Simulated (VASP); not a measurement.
TiCo: single point with LDA

The system is TiCo.

```
CELL_PARAMETERS angstrom
2.98611 0.00000 0.00000
0.00000 2.98611 0.00000
0.00000 0.00000 2.98611
ATOMIC_POSITIONS crystal
Ti 0.00000 0.00000 0.00000
Co 0.50000 0.50000 0.50000
```

| Property | Result |
| --- | --- |
| Program | VASP 6.6.1 |
| Task | single point |
| Functional | LDA |
| Potentials or basis | VASP PAW LDA potentials, release 64 (Ti_sv, Co) |
| Cutoff | 520 eV |
| k mesh | 7 × 7 × 7 |
| Occupations | fermi-dirac, width 0.136057 eV |
| Spin | collinear spin, ferromagnetic start |
| Starting moments | [0.0, 0.6] μB |

```yaml
Pressure: -14.9 GPa
Net_moment: 0.13 μB per cell
Site_moments: Ti +0.00; Co +0.13 μB
Valence_electrons_inside_the_program's_atomic_spheres: Ti 10.30; Co 8.32
```

Levels at points of the mesh, in eV from the Fermi level:
Spin up:
```tsv
k point	band 8	band 9	band 10	band 11	band 12	band 13
(0.00, 0.00, 0.00)	-1.46	-1.46	-1.46	0.75	0.75	2.75
```
Spin down:
```tsv
k point	band 8	band 9	band 10	band 11	band 12	band 13
(0.00, 0.00, 0.00)	-1.38	-1.38	-1.38	0.82	0.82	2.77
```

Wall time 10 s on 1 thread of Intel(R) Xeon(R) 6975P-C (Granite Rapids), on a shared host, peak memory 0.14 GiB.
